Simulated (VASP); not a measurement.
# Cs (P6_3/mmc) in VASP: a series of runs

Runs on Cs. Level: LDA. Tasks: single point, relaxation of cell and atoms.

All numbers are computed with VASP 6.6.1; they aren't measurements. Logs are shortened: lines on timing, memory, paths and dates and some standing lists are left out, and cuts for length are marked.

## Step 1: The cell of the first run

Symmetry: P6_3/mmc, No. 194, hexagonal system. The conventional cell has a = 5.153 Å, b = 5.153 Å, c = 8.347 Å, α = 90.00°, β = 90.00°, γ = 120.00°.

This isn't the form of Cs at room conditions, which is bcc.

## Step 2: Single point, LDA

File INCAR:

```
ALGO = Normal ; EDIFF = 1E-6
ENCUT = 500 ; GGA_COMPAT = False
ISIF = 2 ; ISMEAR = -1
LASPH = True ; LCHARG = True
LELF = True ; LREAL = False
LVHAR = True ; LWAVE = False
NBANDS = 16 ; NELM = 120
PREC = Accurate ; SIGMA = 0.05
```

File KPOINTS:

```
k-points
0
Gamma
  9 9 5
```

File POSCAR:

```
Cs
1.0
    5.1525456203      0.0000000000      0.0000000000
   -2.5762728102      4.4622354014      0.0000000000
    0.0000000000      0.0000000000      8.3471239049
Cs
2
Direct
    0.3333333333      0.6666666667      0.2500000000
    0.6666666667      0.3333333333      0.7500000000
```

Potentials or basis: VASP PAW LDA potentials, release 64 (Cs_sv).

Run with:

```console
> cat potpaw_LDA.64/Cs_sv/POTCAR > POTCAR
> mpirun -np 1 vasp_std > vasp.out
```

OUTCAR:

```text
EDIFF = 1E-6
   ENCUT = 500
   ISIF = 2
   ISMEAR = -1
   LASPH = True
   LREAL = False
   NELM = 120
   PREC = Accurate

 ion  position               nearest neighbor table
   1  0.333  0.667  0.250-
   2  0.667  0.333  0.750-

  LATTYP: Found a hexagonal cell.
 ALAT       =     5.1525456203
 C/A-ratio  =     1.6200000000

  Lattice vectors:

 A1 = (   5.1525456203,   0.0000000000,   0.0000000000)
 A2 = (  -2.5762728102,   4.4622354014,   0.0000000000)
 A3 = (   0.0000000000,   0.0000000000,   8.3471239049)

Analysis of symmetry for initial positions (statically):
=====================================================================
 Subroutine PRICEL returns:
 Original cell was already a primitive cell.

 Routine SETGRP: Setting up the symmetry group for a
 hexagonal supercell.

 Subroutine GETGRP returns: Found 24 space group operations
 (whereof 12 operations were pure point group operations)
 out of a pool of 24 trial point group operations.

The static configuration has the point symmetry D_3d.
 The point group associated with its full space group is D_6h.

Analysis of symmetry for dynamics (positions and initial velocities):
=====================================================================
 Subroutine PRICEL returns:
 Original cell was already a primitive cell.

 Routine SETGRP: Setting up the symmetry group for a
 hexagonal supercell.

 Subroutine GETGRP returns: Found 24 space group operations
 (whereof 12 operations were pure point group operations)
 out of a pool of 24 trial point group operations.

The dynamic configuration has the point symmetry D_3d.
 The point group associated with its full space group is D_6h.

 Subroutine INISYM returns: Found 24 space group operations
 (whereof 12 operations are pure point group operations),
 and found     1 'primitive' translations

----------------------------------------------------------------------------------------

                                     Primitive cell

  volume of cell :     191.9160

  direct lattice vectors                    reciprocal lattice vectors
     5.152545620  0.000000000  0.000000000     0.194078825  0.112051462  0.000000000
    -2.576272810  4.462235401  0.000000000     0.000000000  0.224102924  0.000000000
     0.000000000  0.000000000  8.347123905     0.000000000  0.000000000  0.119801744

  length of vectors
     5.152545620  5.152545620  8.347123905     0.224102924  0.224102924  0.119801744

  position of ions in fractional coordinates (direct lattice)
     0.333333333  0.666666667  0.250000000
     0.666666667  0.333333333  0.750000000

  ion indices of the primitive-cell ions
   primitive index   ion index
                 1           1
                 2           2

----------------------------------------------------------------------------------------

 KPOINTS: k-points

Automatic generation of k-mesh.
 Grid dimensions read from file:
 generate k-points for:    9    9    5

 Generating k-lattice:

  Cartesian coordinates                     Fractional coordinates (reciprocal lattice)
     0.021564314  0.012450162  0.000000000     0.111111111  0.000000000  0.000000000
     0.000000000  0.024900325  0.000000000     0.000000000  0.111111111  0.000000000
     0.000000000  0.000000000  0.023960349     0.000000000  0.000000000  0.200000000

  Length of vectors
     0.024900325  0.024900325  0.023960349

  Shift w.r.t. Gamma in fractional coordinates (k-lattice)
     0.000000000  0.000000000  0.000000000

 Subroutine IBZKPT returns following result:
 ===========================================

 Found     36 irreducible k-points:

 Following reciprocal coordinates:
            Coordinates               Weight
  0.000000  0.000000  0.000000      1.000000
  0.111111 -0.000000  0.000000      6.000000
  0.222222  0.000000  0.000000      6.000000
  0.333333  0.000000  0.000000      6.000000
  0.444444  0.000000  0.000000      6.000000
  0.111111  0.111111  0.000000      6.000000
[... 16 lines left out ...]
  0.333333  0.222222  0.200000     24.000000
  0.333333  0.333333  0.200000      4.000000
 [... further k-points ...]
   k-points           NKPTS =     36   k-points in BZ     NKDIM =     36   number of bands    NBANDS=     16
   number of dos      NEDOS =    301   number of ions     NIONS =      2
   total plane-waves  NPLWV = 102400
   dimension x,y,z NGX =    40 NGY =   40 NGZ =   64
   dimension x,y,z NGXF=    80 NGYF=   80 NGZF=  128
   ions per type =               2
   NGX,Y,Z   is equivalent  to a cutoff of  12.91, 12.91, 12.75 a.u.
   NGXF,Y,Z  is equivalent  to a cutoff of  25.81, 25.81, 25.49 a.u.
 SYSTEM =  unknown system
   PREC   = accura    normal or accurate (medium, high low for compatibility)
   ISTART =      0    job   : 0-new  1-cont  2-samecut
   ICHARG =      2    charge: 1-file 2-atom 10-const
   ISPIN  =      1    spin polarized calculation?
   LNONCOLLINEAR =      F non collinear calculations
   LSORBIT =      F    spin-orbit coupling
   LASPH  =      T    aspherical Exc in radial PAW
   ENCUT  =  500.0 eV  36.75 Ry    6.06 a.u.   9.39  9.39 15.22*2*pi/ulx,y,z
   NELM   =    120;   NELMIN=  2; NELMDL= -5     # of ELM steps
   EDIFF  = 0.1E-05   stopping-criterion for ELM
   LREAL  =      F    real-space projection
   EDIFFG = 0.1E-04   stopping-criterion for IOM
   NSW    =      0    number of steps for IOM
   IBRION =     -1    ionic relax: 0-MD 1-quasi-New 2-CG
   NFREE  =      0    steps in history (QN), initial steepest desc. (CG)
   ISIF   =      2    stress and relaxation
   ISYM   =      2    0-nonsym 1-usesym 2-fastsym
   POTIM  = 0.5000    time-step for ionic-motion
   TEBEG  =    0.0;   TEEND  =   0.0 temperature during run
   PSTRESS=    0.0 pullay stress
   NELECT =      18.0000    total number of electrons
   NUPDOWN=      -1.0000    fix difference up-down
   EMIN   =  10.00;   EMAX   =-10.00  energy-range for DOS
   EFERMI =   0.00;   METHOD = LEGACY
   ISMEAR =    -1;   SIGMA  =   0.05  broadening in eV -4-tet -1-fermi 0-gaus
   EFERMI_NEDOS =   21; number of points for ismear=-14 and -15
   IALGO  =     38    algorithm
   IMIX   =      4    mixing-type and parameters
     AMIX     =   0.40;   BMIX     =  1.00
     AMIX_MAG =   1.60;   BMIX_MAG =  1.00
  volume/ion in A,a.u.               =      95.96       647.56
  Fermi-wavevector in a.u.,A,eV,Ry     =   0.743810  1.405597  7.527466  0.553253
  Thomas-Fermi vector in A             =   1.839013
   LORBIT       =      0    0 simple, 1 ext, 2 COOP (PROOUT), +10 PAW based schemes
   GGA     = CA    functional components
   LHFCALC =     F    Hartree Fock is set to
   AEXX    =    0.0000 exact exchange contribution
   IVDW    =     0    specifies the selected vdW correction
   LEPSILON=     F    determine dielectric tensor
   LRPA    =     F    only Hartree local field effects (RPA)
 non-spin polarized calculation
  energy-cutoff  :      500.00
  volume of cell :      191.92
 maximum number of plane-waves:      4903
 NGX is ok and might be reduce to    40
   NGX = 19   NGY = 19   NGZ = 31

 number of electron      17.9999999 magnetization

 Free energy of the ion-electron system (eV)
  ---------------------------------------------------
  ext. energy  EPLUGINS =         0.00000000
  ---------------------------------------------------
  free energy    TOTEN  =        -2.00108858 eV

  energy without entropy =       -1.98283847  energy(sigma->0) =       -1.99196352

 E-fermi :   0.7770     XC(G=0):  -6.0276

 val. band max:        0.7125767292   @ k =   0.3333   0.0000   0.4000
 cond. band min:       0.7833074280   @ k =   0.1111   0.1111   0.2000
 fundamental gap:      0.0707306989
 Fermi energy:         0.7770230182

 k-point     1 :       0.0000    0.0000    0.0000
  band No.  band energies     occupation
      1     -22.9494      2.00000
      2     -22.9342      2.00000
      3      -9.9051      2.00000
      4      -9.6832      2.00000
      5      -9.6832      2.00000
      6      -9.6478      2.00000
[... 8 lines left out ...]
     15       3.5615      0.00000
     16       3.5615      0.00000

 k-point     2 :       0.1111   -0.0000    0.0000
  band No.  band energies     occupation
      1     -22.9479      2.00000
      2     -22.9335      2.00000
      3      -9.8950      2.00000
      4      -9.7058      2.00000
      5      -9.6903      2.00000
      6      -9.6715      2.00000
[... 8 lines left out ...]
     15       3.5008      0.00000
     16       3.6791      0.00000

 k-point     3 :       0.2222    0.0000    0.0000
  band No.  band energies     occupation
      1     -22.9440      2.00000
      2     -22.9319      2.00000
      3      -9.8673      2.00000
      4      -9.7634      2.00000
      5      -9.7290      2.00000
      6      -9.7078      2.00000
[... 8 lines left out ...]
     15       3.4855      0.00000
     16       3.7077      0.00000

 k-point     4 :       0.3333    0.0000    0.0000
  band No.  band energies     occupation
      1     -22.9391      2.00000
      2     -22.9304      2.00000
      3      -9.8296      2.00000
      4      -9.8288      2.00000
      5      -9.7907      2.00000
      6      -9.7267      2.00000
[... 8 lines left out ...]
     15       3.2375      0.00000
     16       4.2695      0.00000
[... 324 lines left out ...]
 k-point    22 :       0.2222    0.2222    0.2000
  band No.  band energies     occupation
      1     -22.9361      2.00000
      2     -22.9306      2.00000
      3      -9.8444      2.00000
      4      -9.8293      2.00000
      5      -9.7666      2.00000
      6      -9.7523      2.00000
[... 8 lines left out ...]
     15       2.7967      0.00000
     16       4.1749      0.00000

 k-point    23 :       0.3333    0.2222    0.2000
  band No.  band energies     occupation
      1     -22.9332      2.00000
      2     -22.9304      2.00000
      3      -9.8562      2.00000
      4      -9.8333      2.00000
      5      -9.7878      2.00000
      6      -9.7483      2.00000
[... 8 lines left out ...]
     15       3.0670      0.00000
     16       4.2709      0.00000

 k-point    24 :       0.3333    0.3333    0.2000
  band No.  band energies     occupation
      1     -22.9312      2.00000
      2     -22.9312      2.00000
      3      -9.8298      2.00000
      4      -9.8239      2.00000
      5      -9.8239      2.00000
      6      -9.7655      2.00000
[... 8 lines left out ...]
     15       3.1954      0.00000
     16       4.3769      0.00000

 [... further k-points ...]

------------------------ aborting loop because EDIFF is reached ----------------------------------------

  FORCE on cell =-STRESS in cart. coord.  units (eV):
  Direction    XX          YY          ZZ          XY          YZ          ZX
  --------------------------------------------------------------------------------------
  -------------------------------------------------------------------------------------
  Total       -0.0284120     -0.0284120      0.0288008      0.0000000     -0.0000000      0.0000000
  in kB       -0.2371930     -0.2371930      0.2404381      0.0000000     -0.0000000      0.0000000
  external PRESSURE =      -0.0779826 kB  Pullay stress =       0.0000000 kB

 VOLUME and BASIS-vectors are now :
 -----------------------------------------------------------------------------
  energy-cutoff  :      500.00
  volume of cell :      191.92
      direct lattice vectors                 reciprocal lattice vectors
     5.152545620  0.000000000  0.000000000     0.194078825  0.112051462  0.000000000
    -2.576272810  4.462235401  0.000000000     0.000000000  0.224102924  0.000000000
     0.000000000  0.000000000  8.347123905     0.000000000  0.000000000  0.119801744

 POSITION                                       TOTAL-FORCE (eV/Angst)
 -----------------------------------------------------------------------------------
     -0.00000      2.97482      2.08678         0.000000      0.000000      0.000000
      2.57627      1.48741      6.26034        -0.000000      0.000000      0.000000
 -----------------------------------------------------------------------------------
    total drift:                               -0.000000      0.000000     -0.000000

  FREE ENERGIE OF THE ION-ELECTRON SYSTEM (eV)
  ---------------------------------------------------
  free  energy   TOTEN  =        -2.0010885766 eV

  energy  without entropy=       -1.9828384659  energy(sigma->0) =       -1.99196352
```

Run time: 1.7 min. Hardware: 1 thread of AMD EPYC 7R13, shared host; peak memory 0.25 GiB.

What came out:

| Item | Value |
| --- | --- |
| Free energy | -2.0011 eV |
| Pressure | 0.0 GPa |
| Band gap on the k mesh | zero (bands 9 and 10 overlap by 1.67 eV) |

Levels at points of the mesh, in eV from the Fermi level:
```csv
k point,band 7,band 8,band 9,band 10,band 11,band 12
"(0.00, 0.00, 0.00)",-10.42,-10.42,-1.88,-0.13,1.06,2.41
```

Caveat: spin-orbit coupling is left out, which moves the levels of the heavy elements.

## Step 3: Single point, LDA

File INCAR:

```
ALGO = Normal
EDIFF = 1E-6
ENCUT = 500
GGA = CA
GGA_COMPAT = False
ISIF = 2
ISMEAR = -1
LASPH = True
LCHARG = False
LREAL = False
LWAVE = False
NBANDS = 16
NELM = 120
PREC = Accurate
SIGMA = 0.05
```

KPOINTS is that of step 2.

POSCAR is that of step 2.

Potentials or basis: VASP PAW LDA potentials, release 64 (Cs_sv).

Run with:

```console
> cat potpaw_LDA.64/Cs_sv/POTCAR > POTCAR
> mpirun -np 1 vasp_std > vasp.out
```

Wall time 1.9 min (1 thread of AMD EPYC 7R13, shared host); peak memory 0.25 GiB.

It converged, with:

```
Free energy            : -2.0011 eV
Pressure               : 0.0 GPa
Band gap on the k mesh : zero (bands 9 and 10 overlap by 1.67 eV)
```

Levels at points of the mesh, in eV from the Fermi level:
```tsv
k point	band 6	band 7	band 8	band 9	band 10	band 11	band 12	band 13
(0.00, 0.00, 0.00)	-10.42	-10.42	-10.42	-1.88	-0.13	1.06	2.41	2.41
```

Caveat: spin-orbit coupling is left out, which moves the levels of the heavy elements.

[end of part 1 of 2]
